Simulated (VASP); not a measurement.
# Hf (P6_3/mmc) in VASP: a series of runs, part 2 of 2

VASP 6.6.1. Earlier steps stand in the parts before.

### 3 Electric field gradients, PBEsol (volume scaled by 1.04)

INCAR reads:

```
PREC = Accurate ; ENCUT = 520
EDIFF = 1E-8 ; ISMEAR = -1
SIGMA = 0.05 ; LREAL = F
LASPH = T ; NELM = 80
ALGO = Normal ; ISIF = 2
LWAVE = F ; LCHARG = F
GGA = PS ; LEFG = T
NBANDS = 17
```

KPOINTS reads:

```
regular mesh
0
Gamma
  13 13 7
```

POSCAR reads:

```
Hf
1.0
    3.2387651710      0.0000000000      0.0000000000
   -1.6193825855      2.8048529150      0.0000000000
    0.0000000000      0.0000000000      5.1243576326
Hf
2
Direct
    0.3333333333      0.6666666667      0.2500000000
    0.6666666667      0.3333333333      0.7500000000
```

Potentials or basis: VASP PAW PBE potentials, release 64 (Hf_pv).

The run is started by

```bash
$ cat potpaw_PBE.64/Hf_pv/POTCAR > POTCAR
$ mpirun -np 1 vasp_std > vasp.out
```

OUTCAR:

```text
PREC = Accurate
   ENCUT = 520
   EDIFF = 1E-8
   ISMEAR = -1
   LREAL = F
   LASPH = T
   NELM = 80
   ISIF = 2
   GGA = PS

 ion  position               nearest neighbor table
   1  0.333  0.667  0.250-   2 3.17   2 3.17   2 3.17   2 3.17   2 3.17   2 3.17
   2  0.667  0.333  0.750-   1 3.17   1 3.17   1 3.17   1 3.17   1 3.17   1 3.17

  LATTYP: Found a hexagonal cell.
 ALAT       =     3.2387651710
 C/A-ratio  =     1.5821948681

  Lattice vectors:

[... 693 lines left out ...]

  FREE ENERGIE OF THE ION-ELECTRON SYSTEM (eV)
  ---------------------------------------------------
  free  energy   TOTEN  =       -20.9230878212 eV

  energy  without entropy=      -20.9098392967  energy(sigma->0) =      -20.91646356

 Electric field gradients (V/A^2)
---------------------------------------------------------------------
 ion       V_xx      V_yy      V_zz      V_xy      V_xz      V_yz
---------------------------------------------------------------------
   1     -36.376   -36.375    72.751     0.001     0.000    -0.000
   2     -36.376   -36.375    72.751     0.001    -0.000     0.000
---------------------------------------------------------------------

 Electric field gradients after diagonalization (V/A^2)
 (convention: |V_zz| > |V_xx| > |V_yy|)
----------------------------------------------------------------------
 ion       V_xx      V_yy      V_zz     asymmetry (V_yy - V_xx)/ V_zz
----------------------------------------------------------------------
   1     -36.376   -36.375    72.751       0.000
   2     -36.376   -36.375    72.751       0.000
----------------------------------------------------------------------

           NMR quadrupolar parameters

 Cq : quadrupolar parameter    Cq=e*Q*V_zz/h
 eta: asymmetry parameters     (V_yy - V_xx)/ V_zz
 Q  : nuclear electric quadrupole moment in mb (millibarn)
----------------------------------------------------------------------
 ion       Cq(MHz)       eta       Q (mb)
----------------------------------------------------------------------
   1       0.176       0.000       1.000
   2       0.176       0.000       1.000
----------------------------------------------------------------------
```

OSZICAR:

```text
N       E                     dE             d eps       ncg     rms          rms(c)
DAV:   1     0.486839591551E+02    0.48684E+02   -0.11352E+04  2856   0.111E+03
DAV:   2    -0.199006604257E+02   -0.68585E+02   -0.66842E+02  3686   0.246E+02
DAV:   3    -0.217590868008E+02   -0.18584E+01   -0.18426E+01  3640   0.270E+01
DAV:   4    -0.217752700053E+02   -0.16183E-01   -0.16172E-01  3632   0.303E+00
DAV:   5    -0.217754396850E+02   -0.16968E-03   -0.16965E-03  3655   0.274E-01    0.635E+01
DAV:   6    -0.211485710892E+02    0.62687E+00   -0.59520E-01  3426   0.471E+00    0.375E+01
DAV:   7    -0.209355953220E+02    0.21298E+00   -0.96450E-01  3487   0.575E+00    0.183E+00
DAV:   8    -0.209230030347E+02    0.12592E-01   -0.63811E-02  3312   0.160E+00    0.456E-01
DAV:   9    -0.209230988402E+02   -0.95805E-04   -0.13547E-03  3903   0.261E-01    0.203E-01
DAV:  10    -0.209230861231E+02    0.12717E-04   -0.49306E-05  3382   0.466E-02    0.166E-01
DAV:  11    -0.209230877803E+02   -0.16572E-05   -0.43601E-06  3937   0.137E-02    0.137E-02
DAV:  12    -0.209230878229E+02   -0.42603E-07   -0.38954E-07  3338   0.389E-03    0.264E-03
DAV:  13    -0.209230878212E+02    0.17355E-08   -0.19707E-08  3015   0.103E-03
   1 F= -.20923088E+02 E0= -.20916464E+02  d E =-.132485E-01
```

stdout:

```text
POSCAR found type information on POSCAR Hf
 POSCAR found :  1 types and       2 ions
 scaLAPACK will be used
 -----------------------------------------------------------------------------
|                                                                             |
|                                                                             |
|     You enforced a specific xc type in the INCAR file but a different       |
|     I HOPE YOU KNOW WHAT YOU ARE DOING!                                     |
|                                                                             |
 -----------------------------------------------------------------------------

 LDA part: xc-table for (Slater+PW92), standard interpolation
 POSCAR, INCAR and KPOINTS ok, starting setup
 FFT: planning ... GRIDC
 FFT: planning ... GRID_SOFT
 FFT: planning ... GRID
 WAVECAR not read
 entering main loop
ion   1

ion   2
```

Run time: 19 s. Hardware: 1 thread of Intel Xeon 6975P-C (Granite Rapids), shared host; peak memory 0.19 GiB.

What came out:

```
Free energy            : -20.9231 eV
Pressure               : -7.8 GPa
Band gap on the k mesh : zero (band 10 reaches 5.65 eV, above the bottom of band 11 at 4.09 eV)
```

Stress tensor (GPa, compression positive):
```
-7.65  0.00  0.00
 0.00 -7.65  0.00
 0.00  0.00 -8.12
```

Electric field gradients, principal values (V/Å²):
| atom | least | middle | greatest (by size) |
| --- | --- | --- | --- |
| 1 Hf | -36.375 | -36.376 | 72.751 |
| 2 Hf | -36.375 | -36.376 | 72.751 |

Caveat: without QUAD_EFG the Cq values of the log hold for a quadrupole moment of 1 mb, not for the nuclei; the PAW data sets were made with another functional, which shifts forces and pressure a little; spin-orbit coupling is left out, which moves the levels of the heavy elements.

### 4 Electric field gradients, PBEsol (volume scaled by 1.04)

INCAR reads:

```
SYSTEM = Hf
  PREC = Accurate
  ENCUT = 520
  EDIFF = 1E-8
  ISMEAR = -1
  SIGMA = 0.05
  LREAL = .False.
  LASPH = .True.
  NELM = 100
  ALGO = Normal
  ISIF = 2
  LWAVE = .False.
  LCHARG = .False.
  GGA = PS
  LEFG = .True.
  NBANDS = 17
```

KPOINTS reads:

```
Automatic mesh
0
Gamma
  13 13 7
  0 0 0
```

POSCAR is that of step 3.

Potentials or basis: VASP PAW PBE potentials, release 64 (Hf_pv).

The run is started by

```bash
$ cat potpaw_PBE.64/Hf_pv/POTCAR > POTCAR
$ mpirun -np 1 vasp_std > vasp.out
```

OUTCAR:

```text
SYSTEM = Hf
   PREC = Accurate
   ENCUT = 520
   EDIFF = 1E-8
   ISMEAR = -1
   LREAL = .False.
   LASPH = .True.
   NELM = 100
   ISIF = 2
   GGA = PS

 ion  position               nearest neighbor table
   1  0.333  0.667  0.250-   2 3.17   2 3.17   2 3.17   2 3.17   2 3.17   2 3.17
   2  0.667  0.333  0.750-   1 3.17   1 3.17   1 3.17   1 3.17   1 3.17   1 3.17

  LATTYP: Found a hexagonal cell.
 ALAT       =     3.2387651710
 C/A-ratio  =     1.5821948681

  Lattice vectors:

 A1 = (   3.2387651710,   0.0000000000,   0.0000000000)
 A2 = (  -1.6193825855,   2.8048529150,   0.0000000000)
 A3 = (   0.0000000000,   0.0000000000,   5.1243576326)

Analysis of symmetry for initial positions (statically):
=====================================================================
 Subroutine PRICEL returns:
 Original cell was already a primitive cell.

 Routine SETGRP: Setting up the symmetry group for a
 hexagonal supercell.

 Subroutine GETGRP returns: Found 24 space group operations
 (whereof 12 operations were pure point group operations)
 out of a pool of 24 trial point group operations.

The static configuration has the point symmetry D_3d.
 The point group associated with its full space group is D_6h.

Analysis of symmetry for dynamics (positions and initial velocities):
=====================================================================
 Subroutine PRICEL returns:
 Original cell was already a primitive cell.

 Routine SETGRP: Setting up the symmetry group for a
 hexagonal supercell.

 Subroutine GETGRP returns: Found 24 space group operations
[... 153 lines left out ...]
 val. band max:        4.4735783142   @ k =   0.2308   0.2308   0.4286
 cond. band min:       4.4907083618   @ k =   0.1538  -0.0000   0.4286
 fundamental gap:      0.0171300477
 Fermi energy:         4.4902363240

 k-point     1 :       0.0000    0.0000    0.0000
  band No.  band energies     occupation
      1     -26.5783      2.00000
      2     -25.9216      2.00000
      3     -25.9216      2.00000
      4     -25.8148      2.00000
      5     -25.8080      2.00000
      6     -25.8080      2.00000
[... 457 lines left out ...]
      4     -25.9506      2.00000
      5     -25.8474      2.00000
      6     -25.8300      2.00000
[... 9 lines left out ...]
     16       7.1961      0.00000
     17       9.9918      0.00000

 [... further k-points ...]
[... 5 lines left out ...]
  --------------------------------------------------------------------------------------
  -------------------------------------------------------------------------------------
  Total       -2.2227696     -2.2227696     -2.3604704      0.0000000      0.0000000      0.0000000
  in kB      -76.5025731    -76.5025731    -81.2419166      0.0000000      0.0000000      0.0000000
  external PRESSURE =     -78.0823543 kB  Pullay stress =       0.0000000 kB

 VOLUME and BASIS-vectors are now :
 -----------------------------------------------------------------------------
  energy-cutoff  :      520.00
  volume of cell :       46.55
      direct lattice vectors                 reciprocal lattice vectors
     3.238765171  0.000000000  0.000000000     0.308759650  0.178262467  0.000000000
    -1.619382585  2.804852915  0.000000000     0.000000000  0.356524934  0.000000000
     0.000000000  0.000000000  5.124357633     0.000000000  0.000000000  0.195146411

 POSITION                                       TOTAL-FORCE (eV/Angst)
 -----------------------------------------------------------------------------------
     -0.00000      1.86990      1.28109         0.000000      0.000000      0.000000
      1.61938      0.93495      3.84327        -0.000000     -0.000000      0.000000
 -----------------------------------------------------------------------------------
    total drift:                               -0.000000      0.000000     -0.000000

  FREE ENERGIE OF THE ION-ELECTRON SYSTEM (eV)
  ---------------------------------------------------
  free  energy   TOTEN  =       -20.9230878212 eV

  energy  without entropy=      -20.9098392967  energy(sigma->0) =      -20.91646356

 Electric field gradients (V/A^2)
---------------------------------------------------------------------
 ion       V_xx      V_yy      V_zz      V_xy      V_xz      V_yz
---------------------------------------------------------------------
   1     -36.376   -36.375    72.751     0.001     0.000    -0.000
   2     -36.376   -36.375    72.751     0.001    -0.000     0.000
---------------------------------------------------------------------

 Electric field gradients after diagonalization (V/A^2)
 (convention: |V_zz| > |V_xx| > |V_yy|)
----------------------------------------------------------------------
 ion       V_xx      V_yy      V_zz     asymmetry (V_yy - V_xx)/ V_zz
----------------------------------------------------------------------
   1     -36.376   -36.375    72.751       0.000
   2     -36.376   -36.375    72.751       0.000
----------------------------------------------------------------------

           NMR quadrupolar parameters

 Cq : quadrupolar parameter    Cq=e*Q*V_zz/h
 eta: asymmetry parameters     (V_yy - V_xx)/ V_zz
 Q  : nuclear electric quadrupole moment in mb (millibarn)
----------------------------------------------------------------------
 ion       Cq(MHz)       eta       Q (mb)
----------------------------------------------------------------------
   1       0.176       0.000       1.000
   2       0.176       0.000       1.000
----------------------------------------------------------------------
```

OSZICAR:

```text
N       E                     dE             d eps       ncg     rms          rms(c)
DAV:   1     0.486839591551E+02    0.48684E+02   -0.11352E+04  2856   0.111E+03
DAV:   2    -0.199006604257E+02   -0.68585E+02   -0.66842E+02  3686   0.246E+02
DAV:   3    -0.217590868008E+02   -0.18584E+01   -0.18426E+01  3640   0.270E+01
DAV:   4    -0.217752700053E+02   -0.16183E-01   -0.16172E-01  3632   0.303E+00
DAV:   5    -0.217754396850E+02   -0.16968E-03   -0.16965E-03  3655   0.274E-01    0.635E+01
DAV:   6    -0.211485710892E+02    0.62687E+00   -0.59520E-01  3426   0.471E+00    0.375E+01
DAV:   7    -0.209355953220E+02    0.21298E+00   -0.96450E-01  3487   0.575E+00    0.183E+00
DAV:   8    -0.209230030347E+02    0.12592E-01   -0.63811E-02  3312   0.160E+00    0.456E-01
DAV:   9    -0.209230988402E+02   -0.95805E-04   -0.13547E-03  3903   0.261E-01    0.203E-01
DAV:  10    -0.209230861231E+02    0.12717E-04   -0.49306E-05  3382   0.466E-02    0.166E-01
DAV:  11    -0.209230877803E+02   -0.16572E-05   -0.43601E-06  3937   0.137E-02    0.137E-02
DAV:  12    -0.209230878229E+02   -0.42603E-07   -0.38954E-07  3338   0.389E-03    0.264E-03
DAV:  13    -0.209230878212E+02    0.17355E-08   -0.19707E-08  3015   0.103E-03
   1 F= -.20923088E+02 E0= -.20916464E+02  d E =-.132485E-01
```

Run time: 19 s. Hardware: 1 thread of Intel Xeon 6975P-C (Granite Rapids), shared host; peak memory 0.19 GiB.

What came out:

* Free energy: -20.9231 eV
* Pressure: -7.8 GPa
* Band gap on the k mesh: zero (band 10 reaches 5.65 eV, above the bottom of band 11 at 4.09 eV)

Stress tensor (GPa, compression positive):
```
-7.65  0.00  0.00
 0.00 -7.65  0.00
 0.00  0.00 -8.12
```

Electric field gradients, principal values (V/Å²):
```tsv
atom	least	middle	greatest (by size)
1 Hf	-36.375	-36.376	72.751
2 Hf	-36.375	-36.376	72.751
```

Caveat: without QUAD_EFG the Cq values of the log hold for a quadrupole moment of 1 mb, not for the nuclei; the PAW data sets were made with another functional, which shifts forces and pressure a little; spin-orbit coupling is left out, which moves the levels of the heavy elements.
